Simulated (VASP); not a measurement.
# BeTe (I-43d) in VASP: further runs

Runs on BeTe. Level: PBE. Tasks: single point, relaxation of cell and atoms.

Program: VASP 6.6.1. These are calculated values, not measurements. Logs are shortened: lines on timing, memory, paths and dates and some standing lists are left out, and cuts for length are marked.

### Step 1. The cell of the first run

It takes space group I-43d (No. 220, cubic). Conventional cell: a = 8.129 Å, b = 8.129 Å, c = 8.129 Å, α = 90.00°, β = 90.00°, γ = 90.00°. Be (site symmetry -4) has 4 Te at 2.49 Å within 3.3 Å. Within 3.3 Å of Te (site symmetry -4) lie 4 Be at 2.49 Å.

The cell was generated, and may not be a known phase.

### Step 2. Single point, PBE

File INCAR:

```
ALGO = Normal
EDIFF = 1E-7
ENCUT = 520
GGA = PE
ISIF = 2
ISMEAR = 0
LASPH = T
LCHARG = T
LELF = T
LREAL = F
LVHAR = T
LWAVE = F
NBANDS = 36
NELM = 100
PREC = Accurate
SIGMA = 0.02
```

File KPOINTS:

```
k-points
0
Gamma
  6 6 6
```

File POSCAR:

```
BeTe
1.0
   -4.0645252495      4.0645252495      4.0645252495
    4.0645252495     -4.0645252495      4.0645252495
    4.0645252495      4.0645252495     -4.0645252495
Be Te
6 6
Direct
    0.1250000000      0.7500000000      0.8750000000
    0.6250000000      0.3750000000      0.2500000000
    0.7500000000      0.8750000000      0.1250000000
    0.8750000000      0.1250000000      0.7500000000
    0.3750000000      0.2500000000      0.6250000000
    0.2500000000      0.6250000000      0.3750000000
    0.7500000000      0.3750000000      0.6250000000
    0.1250000000      0.8750000000      0.2500000000
    0.2500000000      0.1250000000      0.8750000000
    0.3750000000      0.6250000000      0.7500000000
    0.8750000000      0.2500000000      0.1250000000
    0.6250000000      0.7500000000      0.3750000000
```

Potentials or basis: VASP PAW PBE potentials, release 64 (Be, Te).

Started as:

```sh
$ cat potpaw_PBE.64/Be/POTCAR potpaw_PBE.64/Te/POTCAR > POTCAR
$ mpirun -np 1 vasp_std > vasp.out
```

OUTCAR:

```text
EDIFF = 1E-7
   ENCUT = 520
   GGA = PE
   ISIF = 2
   ISMEAR = 0
   LASPH = T
   LREAL = F
   NELM = 100
   PREC = Accurate

 ion  position               nearest neighbor table
   1  0.125  0.750  0.875-   7 2.49   8 2.49   9 2.49  10 2.49
   2  0.625  0.375  0.250-   7 2.49   9 2.49  11 2.49  12 2.49
   3  0.750  0.875  0.125-   8 2.49  10 2.49  11 2.49  12 2.49
   4  0.875  0.125  0.750-   7 2.49   9 2.49  11 2.49  12 2.49
   5  0.375  0.250  0.625-   7 2.49   8 2.49  10 2.49   9 2.49
   6  0.250  0.625  0.375-   8 2.49  10 2.49  11 2.49  12 2.49
   7  0.750  0.375  0.625-   1 2.49   2 2.49   4 2.49   5 2.49
   8  0.125  0.875  0.250-   1 2.49   3 2.49   5 2.49   6 2.49
   9  0.250  0.125  0.875-   1 2.49   2 2.49   4 2.49   5 2.49
  10  0.375  0.625  0.750-   1 2.49   3 2.49   5 2.49   6 2.49
  11  0.875  0.250  0.125-   2 2.49   3 2.49   4 2.49   6 2.49
  12  0.625  0.750  0.375-   2 2.49   4 2.49   6 2.49   3 2.49

  LATTYP: Found a body centered cubic cell.
 ALAT       =     8.1290504990

  Lattice vectors:

 A1 = (  -4.0645252495,   4.0645252495,   4.0645252495)
 A2 = (   4.0645252495,  -4.0645252495,   4.0645252495)
 A3 = (   4.0645252495,   4.0645252495,  -4.0645252495)

Analysis of symmetry for initial positions (statically):
=====================================================================
 Subroutine PRICEL returns:
 Original cell was already a primitive cell.

 Routine SETGRP: Setting up the symmetry group for a
 body centered cubic supercell.

 Subroutine GETGRP returns: Found 24 space group operations
 (whereof  3 operations were pure point group operations)
 out of a pool of 48 trial point group operations.

The static configuration has the point symmetry C_3 .
 The point group associated with its full space group is T_d .

Analysis of symmetry for dynamics (positions and initial velocities):
=====================================================================
 Subroutine PRICEL returns:
 Original cell was already a primitive cell.

 Routine SETGRP: Setting up the symmetry group for a
 body centered cubic supercell.

 Subroutine GETGRP returns: Found 24 space group operations
 (whereof  3 operations were pure point group operations)
 out of a pool of 48 trial point group operations.

The dynamic configuration has the point symmetry C_3 .
 The point group associated with its full space group is T_d .

[... 118 lines left out ...]
   TEBEG  =    0.0;   TEEND  =   0.0 temperature during run
   PSTRESS=    0.0 pullay stress
   NELECT =      48.0000    total number of electrons
   NUPDOWN=      -1.0000    fix difference up-down
   EMIN   =  10.00;   EMAX   =-10.00  energy-range for DOS
   EFERMI =   0.00;   METHOD = LEGACY
   ISMEAR =     0;   SIGMA  =   0.02  broadening in eV -4-tet -1-fermi 0-gaus
   EFERMI_NEDOS =   21; number of points for ismear=-14 and -15
   IALGO  =     38    algorithm
   IMIX   =      4    mixing-type and parameters
     AMIX     =   0.40;   BMIX     =  1.00
     AMIX_MAG =   1.60;   BMIX_MAG =  1.00
  volume/ion in A,a.u.               =      22.38       151.04
  Fermi-wavevector in a.u.,A,eV,Ry     =   0.922130  1.742573 11.569353  0.850323
  Thomas-Fermi vector in A             =   2.047623
   LORBIT       =      0    0 simple, 1 ext, 2 COOP (PROOUT), +10 PAW based schemes
   GGA     = PE    functional components
   LHFCALC =     F    Hartree Fock is set to
   AEXX    =    0.0000 exact exchange contribution
   IVDW    =     0    specifies the selected vdW correction
   LEPSILON=     F    determine dielectric tensor
   LRPA    =     F    only Hartree local field effects (RPA)
 non-spin polarized calculation
 Gauss-broadening in eV      SIGMA  =   0.02
  energy-cutoff  :      520.00
  volume of cell :      268.59
 maximum number of plane-waves:      7259
 NGX is ok and might be reduce to    54
   NGX = 27   NGY = 27   NGZ = 27

 number of electron      48.0000002 magnetization

 Free energy of the ion-electron system (eV)
  ---------------------------------------------------
  ext. energy  EPLUGINS =         0.00000000
  ---------------------------------------------------
  free energy    TOTEN  =       -43.07743816 eV

  energy without entropy =      -43.07743816  energy(sigma->0) =      -43.07743816

 E-fermi :   4.9821     XC(G=0):  -9.1190

 val. band max:        4.8971982467   @ k =   0.0000   0.0000   0.0000
 cond. band min:       6.5881353488   @ k =   0.0000   0.0000   0.0000
 fundamental gap:      1.6909371021
 Fermi energy:         4.9820754867

 k-point     1 :       0.0000    0.0000    0.0000
  band No.  band energies     occupation
      1      -7.1668      2.00000
      2      -5.5877      2.00000
      3      -5.5877      2.00000
      4      -5.5877      2.00000
      5      -5.2261      2.00000
      6      -5.2261      2.00000
[... 613 lines left out ...]
     35       9.0255      0.00000
     36       9.0255      0.00000

------------------------ aborting loop because EDIFF is reached ----------------------------------------

  FORCE on cell =-STRESS in cart. coord.  units (eV):
  Direction    XX          YY          ZZ          XY          YZ          ZX
  --------------------------------------------------------------------------------------
  -------------------------------------------------------------------------------------
  Total        0.1562570      0.1562570      0.1562570      0.0000000      0.0000000      0.0000000
  in kB        0.9320959      0.9320959      0.9320959      0.0000000      0.0000000      0.0000000
  external PRESSURE =       0.9320959 kB  Pullay stress =       0.0000000 kB

 VOLUME and BASIS-vectors are now :
 -----------------------------------------------------------------------------
  energy-cutoff  :      520.00
  volume of cell :      268.59
      direct lattice vectors                 reciprocal lattice vectors
    -4.064525249  4.064525249  4.064525249     0.000000000  0.123015597  0.123015597
     4.064525249 -4.064525249  4.064525249     0.123015597  0.000000000  0.123015597
     4.064525249  4.064525249 -4.064525249     0.123015597  0.123015597  0.000000000

 POSITION                                       TOTAL-FORCE (eV/Angst)
 -----------------------------------------------------------------------------------
      6.09679      1.01613      0.00000        -0.000000     -0.000000     -0.000000
     -0.00000      2.03226      3.04839        -0.000000     -0.000000     -0.000000
      1.01613     -0.00000      6.09679        -0.000000     -0.000000     -0.000000
      0.00000      6.09679      1.01613        -0.000000     -0.000000     -0.000000
      2.03226      3.04839     -0.00000        -0.000000     -0.000000     -0.000000
      3.04839     -0.00000      2.03226        -0.000000     -0.000000     -0.000000
      1.01613      4.06453      2.03226        -0.000000      0.000000      0.000000
      4.06453     -2.03226      3.04839        -0.000000      0.000000     -0.000000
      3.04839      4.06453     -2.03226        -0.000000      0.000000      0.000000
      4.06453      2.03226      1.01613         0.000000      0.000000     -0.000000
     -2.03226      3.04839      4.06453         0.000000     -0.000000      0.000000
      2.03226      1.01613      4.06453         0.000000      0.000000      0.000000
 -----------------------------------------------------------------------------------
    total drift:                                0.000003      0.000003      0.000003

  FREE ENERGIE OF THE ION-ELECTRON SYSTEM (eV)
  ---------------------------------------------------
  free  energy   TOTEN  =       -43.0774381590 eV

  energy  without entropy=      -43.0774381590  energy(sigma->0) =      -43.07743816
```

OSZICAR:

```text
N       E                     dE             d eps       ncg     rms          rms(c)
DAV:   1     0.181538790217E+03    0.18154E+03   -0.17298E+04  1152   0.108E+03
DAV:   2    -0.253445769641E+02   -0.20688E+03   -0.19194E+03  1436   0.166E+02
DAV:   3    -0.430518782985E+02   -0.17707E+02   -0.17435E+02  1552   0.547E+01
DAV:   4    -0.435182961806E+02   -0.46642E+00   -0.46500E+00  1496   0.984E+00
DAV:   5    -0.435326292740E+02   -0.14333E-01   -0.14318E-01  1600   0.185E+00    0.107E+01
DAV:   6    -0.431891382048E+02    0.34349E+00   -0.26881E-01  1388   0.182E+00    0.657E+00
DAV:   7    -0.430773794037E+02    0.11176E+00   -0.37307E-01  1352   0.216E+00    0.594E-01
DAV:   8    -0.430766422962E+02    0.73711E-03   -0.23734E-02  1428   0.631E-01    0.187E-01
DAV:   9    -0.430771748302E+02   -0.53253E-03   -0.13402E-03  1456   0.156E-01    0.893E-02
DAV:  10    -0.430773606073E+02   -0.18578E-03   -0.12432E-04  1380   0.443E-02    0.383E-02
DAV:  11    -0.430774329280E+02   -0.72321E-04   -0.67873E-05  1316   0.345E-02    0.798E-03
DAV:  12    -0.430774378762E+02   -0.49482E-05   -0.54239E-06  1472   0.949E-03    0.372E-03
DAV:  13    -0.430774381478E+02   -0.27168E-06   -0.10671E-06  1336   0.407E-03    0.124E-03
DAV:  14    -0.430774381590E+02   -0.11170E-07   -0.16354E-08   936   0.559E-04
   1 F= -.43077438E+02 E0= -.43077438E+02  d E =-.236221E-11
```

Run time: 6.6 min. Hardware: 1 thread of Intel Xeon 8259CL, shared host; peak memory 0.45 GiB.

What came out:

- Free energy: -43.0774 eV
- Pressure: 0.1 GPa
- Band gap on the k mesh: 1.69 eV

Caveat: spin-orbit coupling is left out, which moves the levels of the heavy elements.

### Step 3. Single point, PBE

File INCAR:

```
SYSTEM = BeTe
PREC = Accurate
ENCUT = 520
EDIFF = 1E-6
ISMEAR = 0
SIGMA = 0.02
LREAL = .False.
LASPH = .True.
NELM = 60
ALGO = Normal
ISIF = 2
LWAVE = .False.
LCHARG = .False.
GGA = PE
NBANDS = 36
```

File KPOINTS:

```
regular mesh
0
Gamma
  6 6 6
  0 0 0
```

POSCAR is that of step 2.

Potentials or basis: VASP PAW PBE potentials, release 64 (Be, Te).

Started as:

```sh
$ cat potpaw_PBE.64/Be/POTCAR potpaw_PBE.64/Te/POTCAR > POTCAR
$ mpirun -np 1 vasp_std > vasp.out
```

Wall time 6.9 min (1 thread of Intel Xeon 8259CL, shared host); peak memory 0.45 GiB.

It converged, with:

* Free energy: -43.0774 eV
* Pressure: 0.1 GPa
* Band gap on the k mesh: 1.69 eV

Levels at points of the mesh, in eV from the valence-band top:
| k point | band 21 | band 22 | band 23 | band 24 | band 25 | band 26 | band 27 | band 28 |
| --- | --- | --- | --- | --- | --- | --- | --- | --- |
| (0.00, 0.00, 0.00) | -0.32 | 0.00 | 0.00 | 0.00 | 1.69 | 3.12 | 3.78 | 3.78 |
| (0.50, 0.00, 0.00) | -1.02 | -1.02 | -0.30 | -0.30 | 2.84 | 2.84 | 3.07 | 3.07 |
| (0.50, 0.50, 0.50) | -0.97 | -0.97 | -0.97 | -0.97 | 2.73 | 2.73 | 2.73 | 2.73 |

Caveat: spin-orbit coupling is left out, which moves the levels of the heavy elements.

### Step 4. Relaxation of cell and atoms, PBE

This run uses another cell than the first one, of 17.73 Å³/atom.

File INCAR:

```
SYSTEM = BeTe
  PREC = Accurate
  ENCUT = 600
  EDIFF = 1E-7
  ISMEAR = 0
  SIGMA = 0.1
  LREAL = .False.
  LASPH = .True.
  NELM = 60
  ALGO = Normal
  ISIF = 3
  LWAVE = .False.
  LCHARG = .False.
  GGA = PE
  IBRION = 2
  NSW = 90
  EDIFFG = -0.04
```

File KPOINTS:

```
Automatic mesh
0
Gamma
  4 4 4
  0 0 0
```

POSCAR, as its differences from that of step 3:

```diff
@@ -2,5 +2,5 @@
 1.0
-   -4.0645252495      4.0645252495      4.0645252495
-    4.0645252495     -4.0645252495      4.0645252495
-    4.0645252495      4.0645252495     -4.0645252495
+   -3.7606199500      3.7606199500      3.7606199500
+    3.7606199500     -3.7606199500      3.7606199500
+    3.7606199500      3.7606199500     -3.7606199500
 Be Te
```

Started as:

```sh
$ cat potpaw_PBE.64/Be/POTCAR potpaw_PBE.64/Te/POTCAR > POTCAR
$ mpirun -np 1 vasp_std > vasp.out
```

Run time: 11 min. Hardware: 1 thread of Intel Xeon 8259CL, shared host; peak memory 0.44 GiB.

The run converged. Its results:

* Free energy: -43.0763 eV
* Relaxed volume: 22.35 Å³/atom
* Relaxed cell: a = 7.037 Å, b = 7.037 Å, c = 7.037 Å, α = 109.47°, β = 109.47°, γ = 109.47°
* Space group after relaxing (to 0.1 Å): I-43d (No. 220)
* Energy gained by relaxing: 255.1 meV/atom
* Ionic steps: 3
* Pressure after relaxing: 0.2 GPa
* Band gap on the k mesh: 1.69 eV

Step by step:
```csv
step,energy change (eV),largest force (eV/Å),pressure (GPa),volume (Å³)
1,0.0000,0.0000,21.21,212.73
2,-2.7230,0.0000,-4.12,293.46
3,-3.0614,0.0000,0.17,268.21
```

Final structure:
```
Be Te
1.0
    -4.06261    4.06261    4.06261
     4.06261   -4.06261    4.06261
     4.06261    4.06261   -4.06261
Be Te
6 6
Direct
  0.12500 0.75000 0.87500
  0.62500 0.37500 0.25000
  0.75000 0.87500 0.12500
  0.87500 0.12500 0.75000
  0.37500 0.25000 0.62500
  0.25000 0.62500 0.37500
  0.75000 0.37500 0.62500
  0.12500 0.87500 0.25000
  0.25000 0.12500 0.87500
  0.37500 0.62500 0.75000
  0.87500 0.25000 0.12500
  0.62500 0.75000 0.37500
```

Levels at points of the mesh, in eV from the valence-band top:
| k point | band 22 | band 23 | band 24 | band 25 | band 26 | band 27 |
| --- | --- | --- | --- | --- | --- | --- |
| (0.00, 0.00, 0.00) | 0.00 | 0.00 | 0.00 | 1.69 | 3.13 | 3.78 |
| (0.50, 0.00, 0.00) | -1.02 | -0.30 | -0.30 | 2.84 | 2.84 | 3.07 |
| (0.50, 0.50, 0.50) | -0.97 | -0.97 | -0.97 | 2.73 | 2.73 | 2.73 |

Caveat: the volume moved by over 15 % at a fixed basis, so the end points are rough; spin-orbit coupling is left out, which moves the levels of the heavy elements.

(Part 1 of 2 ends here.)
